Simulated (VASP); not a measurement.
# CdOs: single point with PBE

Crystal: CdOs.

```
Cd Os
1.0
     3.36695    0.00000    0.00000
     0.00000    3.36695    0.00000
     0.00000    0.00000    3.36695
Cd Os
1 1
Direct
  0.00000 0.00000 0.00000
  0.50000 0.50000 0.50000
```

| Item | Value |
| --- | --- |
| Program | VASP 6.6.1 |
| Task | single point |
| Functional | PBE |
| Potentials or basis | VASP PAW PBE potentials, release 64 (Cd, Os) |
| Cutoff | 520 eV |
| k mesh | 6 × 6 × 6 |
| Occupations | gaussian, width 0.1 eV |
| Spin | no spin polarisation |

```json
{"Pressure": "-15.4 GPa", "Band gap on the k mesh": "zero (band 10 reaches 4.88 eV, above the bottom of band 11 at 3.47 eV)"}
```

Levels at points of the mesh, in eV from the Fermi level:
| k point | band 8 | band 9 | band 10 | band 11 | band 12 | band 13 |
| --- | --- | --- | --- | --- | --- | --- |
| (0.00, 0.00, 0.00) | -1.85 | 0.39 | 0.39 | 0.39 | 6.08 | 6.08 |
| (0.50, 0.00, 0.00) | -2.08 | -1.09 | -1.09 | 0.20 | 1.37 | 11.69 |
| (0.50, 0.50, 0.00) | -0.31 | -0.31 | -0.10 | -0.10 | 1.07 | 3.39 |
| (0.50, 0.50, 0.50) | -3.00 | 1.14 | 1.14 | 2.99 | 4.82 | 5.34 |

It took 7.1 s on 1 thread of Intel(R) Xeon(R) 6975P-C (Granite Rapids), on a shared host, peak memory 0.15 GiB.

Caveat: spin-orbit coupling is left out, which moves the levels of the heavy elements.
